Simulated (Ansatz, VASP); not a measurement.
One calculation of AlNi2, two programs

```xyz
6
Lattice="3.9740 0.0000 0.0000 -1.9870 3.4416 0.0000 0.0000 0.0000 4.9043" Properties=species:S:1:pos:R:3 pbc="T T T"
Al    0.0000    2.2944    0.9312
Al    1.9870    1.1472    3.9731
Ni    0.0000    2.2944    3.3600
Ni    1.9870    1.1472    1.5443
Ni    0.0000    0.0000    2.4521
Ni    0.0000    0.0000    0.0000
```

Alike in both runs: task single point; functional PBEsol; k mesh 12 × 12 × 8; no spin polarisation.

|  | VASP | Ansatz |
| --- | --- | --- |
| version | VASP 6.6.1 | Ansatz 0.2.0 |
| potentials or method | VASP PAW PBE potentials, release 64 (Al, Ni), cutoff 520 eV | scalar-relativistic, plane waves, PAW |
| occupations | methfessel-paxton of order 1, width 0.5 eV | cold, width 0.5 eV |
| valence electrons in the cell | 46 | 78 |

Ansatz gave:

| Property | Result |
| --- | --- |
| gap on the k mesh at the Fermi level (eV) | none |
| pressure (GPa) | -0.9 |
| traceless stress, the component that is largest in VASP (GPa) | -0.09 |
| rms of the force components (eV/Å) | 0.039 |

Q: Which values does VASP return?

A: gap on the k mesh at the Fermi level (eV): none; pressure (GPa): -0.2; traceless stress, the component that is largest in VASP (GPa): -0.18; rms of the force components (eV/Å): 0.031.

VASP's potentials were made for PBE, not for PBEsol. Atom by atom the forces differ by 0.011 eV/Å (rms over components). A gap of «none» marks a metal or a gap that the smearing closes. VASP's potentials hold 46 valence electrons a cell and Ansatz's 78, so a difference there can come from the potentials and not from the codes.
